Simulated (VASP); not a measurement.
Mo: single point with r2SCAN

The system is Mo.

```xyz
1
Lattice="-1.5752 1.5752 1.5752 1.5752 -1.5752 1.5752 1.5752 1.5752 -1.5752" Properties=species:S:1:pos:R:3 pbc="T T T"
Mo    0.0000    0.0000    0.0000
```

```json
{
 "Program": "VASP 6.6.1",
 "Task": "single point",
 "Functional": "r2SCAN",
 "Potentials or basis": "VASP PAW PBE potentials, release 64 (Mo_sv)",
 "Cutoff": "520 eV",
 "k mesh": "26 × 26 × 26",
 "Occupations": "gaussian, width 0.15 eV",
 "Spin": "no spin polarisation",
 "Dipole correction": "no",
 "Further INCAR settings": "ALGO = Normal; EDIFF = 1e-06; NBANDS = 13"
}
```

```json
{
 "Pressure": "1.2 GPa",
 "Band gap on the k mesh": "zero (bands 7 and 8 overlap by 5.56 eV)"
}
```

Levels at points of the mesh, in eV from the Fermi level:
| k point | band 4 | band 5 | band 6 | band 7 | band 8 | band 9 | band 10 | band 11 |
| --- | --- | --- | --- | --- | --- | --- | --- | --- |
| (0.00, 0.00, 0.00) | -35.70 | -7.66 | -1.42 | -1.42 | -1.42 | 1.91 | 1.91 | 15.50 |
| (0.50, 0.00, 0.00) | -35.71 | -5.59 | -3.58 | 1.58 | 1.89 | 2.59 | 4.93 | 12.24 |
| (0.50, 0.50, 0.50) | -36.73 | -5.65 | -5.65 | 4.14 | 4.14 | 4.14 | 9.48 | 9.48 |

Run time: 2.6 min on 1 thread of Intel(R) Xeon(R) Platinum 8488C (Sapphire Rapids) (shared host), peak memory 0.2 GiB.

Caveat: the PAW data sets were made with another functional, which shifts forces and pressure a little.
